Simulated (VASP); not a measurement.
Wanted: the native input for a VASP 6.6.1 run.

| Item | Value |
| --- | --- |
| Task | relaxation of cell and atoms |
| Functional | r2SCAN |
| Potentials or basis | VASP PAW PBE potentials, release 64 (Na_pv, Cl) |
| Cutoff | 600 eV |
| k mesh | 8 × 8 × 8 |
| Occupations | gaussian, width 0.01 eV |
| Spin | no spin polarisation |
| Dipole correction | no |
| Further INCAR settings | ALGO = Normal; EDIFF = 1e-06; IBRION = 2; EDIFFG = -0.001; NSW = 80; ISIF = 3 |

Crystal: NaCl.

```
Na Cl
1.0
     0.00000    2.73251    2.73251
     2.73251    0.00000    2.73251
     2.73251    2.73251    0.00000
Na Cl
1 1
Direct
  0.00000 0.00000 0.00000
  0.50000 0.50000 0.50000
```

These files were run (other wordings do the same):

POSCAR

```
NaCl
1.0
    0.0000000000      2.7325055609      2.7325055609
    2.7325055609      0.0000000000      2.7325055609
    2.7325055609      2.7325055609      0.0000000000
Na Cl
1 1
Direct
    0.0000000000      0.0000000000      0.0000000000
    0.5000000000      0.5000000000      0.5000000000
```

INCAR.step1

```
ALGO = Normal
EDIFF = 1E-4
ENCUT = 600
GGA = PE
ISMEAR = 0
LASPH = True
LCHARG = False
LREAL = False
LWAVE = True
NELM = 80
PREC = Accurate
SIGMA = 0.01
```

INCAR.step2

```
ALGO = Normal
EDIFF = 1E-6
EDIFFG = -0.001
ENCUT = 600
IBRION = 2
ISIF = 3
ISMEAR = 0
ISTART = 1
LASPH = True
LCHARG = False
LMIXTAU = True
LREAL = False
LWAVE = False
METAGGA = R2SCAN
NELM = 80
NSW = 80
PREC = Accurate
SIGMA = 0.01
```

KPOINTS

```
k-points
0
Gamma
  8 8 8
```

Potentials or basis: VASP PAW PBE potentials, release 64 (Na_pv, Cl).

Command:

```bash
$ cat potpaw_PBE.64/Na_pv/POTCAR potpaw_PBE.64/Cl/POTCAR > POTCAR
$ cp INCAR.step1 INCAR
$ mpirun -np 1 vasp_std > vasp.out
$ cp INCAR.step2 INCAR
$ mpirun -np 1 vasp_std > vasp.out
```

It gave:

```yaml
Relaxed_volume: 21.89 Å³/atom
Relaxed_cell: a = 3.956 Å, b = 3.956 Å, c = 3.956 Å, α = 60.00°, β = 60.00°, γ = 60.00°
Space_group_after_relaxing_to_0.1_Å: Fm-3m (No. 225)
Energy_gained_by_relaxing: 9.2 meV/atom
Ionic_steps: 4
Pressure_after_relaxing: 0.0 GPa
Band_gap_on_the_k_mesh: 6.02 eV
```

Caveat: the PAW data sets were made with another functional, which shifts forces and pressure a little.

It took 2.3 min on 1 thread of Intel Xeon 8259CL, with other jobs on the host, peak memory 0.19 GiB.
